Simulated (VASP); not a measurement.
Here is a VASP 6.6.1 calculation.

File POSCAR:

```
TeH2
1.0
   11.0000000000      0.0000000000      0.0000000000
    0.0000000000     11.0000000000      0.0000000000
    0.0000000000      0.0000000000     10.0000000000
Te H
1 2
Direct
    0.5657545500      0.4415863600      0.5429100000
    0.5360000000      0.5891500000      0.5436200000
    0.4366090900      0.4146681800      0.4631800000
```

INCAR.step1

```
  ISMEAR = 0
  SIGMA = 0.03
  LWAVE = T
  LCHARG = T
  ISIF = 0
  NELM = 100
  ALGO = Normal
  PREC = Accurate
  LASPH = T
  LREAL = F
  EDIFF = 1E-5
  GGA_COMPAT = F
  ENCUT = 440
  EFERMI = MIDGAP
  NELMDL = -8
  GGA = PE
```

Contents of INCAR.step2:

```
  METAGGA = SCAN
  ISMEAR = 0
  SIGMA = 0.03
  LWAVE = F
  LCHARG = F
  ISIF = 0
  NELM = 100
  ALGO = All
  PREC = Accurate
  LASPH = T
  LREAL = F
  EDIFF = 1E-6
  GGA_COMPAT = F
  ENCUT = 440
  EFERMI = MIDGAP
  NELMDL = -8
  LMIXTAU = T
  ISTART = 1
  ISEARCH = 1
```

The input KPOINTS:

```
k-points
0
Gamma
  1 1 1
```

Potentials or basis: VASP PAW PBE potentials, release 64 (Te, H).

Launch:

```bash
$ cat potpaw_PBE.64/Te/POTCAR potpaw_PBE.64/H/POTCAR > POTCAR
$ cp INCAR.step1 INCAR
$ mpirun -np 1 vasp_gam > vasp.out
$ cp INCAR.step2 INCAR
$ mpirun -np 1 vasp_gam > vasp.out
```

Q: What does it give for the gap between the frontier levels?

A: 4.42 eV.

Q: Predict the largest force.

A: 0.138 eV/Å.

Forces in eV/Å, atoms in the order of the input:
```
Te   0.105 -0.077  0.047
H   -0.032  0.073 -0.008
H   -0.073  0.004 -0.039
```

Caveat: the PAW data sets were made with another functional, which shifts forces and pressure a little; spin-orbit coupling is left out, which moves the levels of the heavy elements.
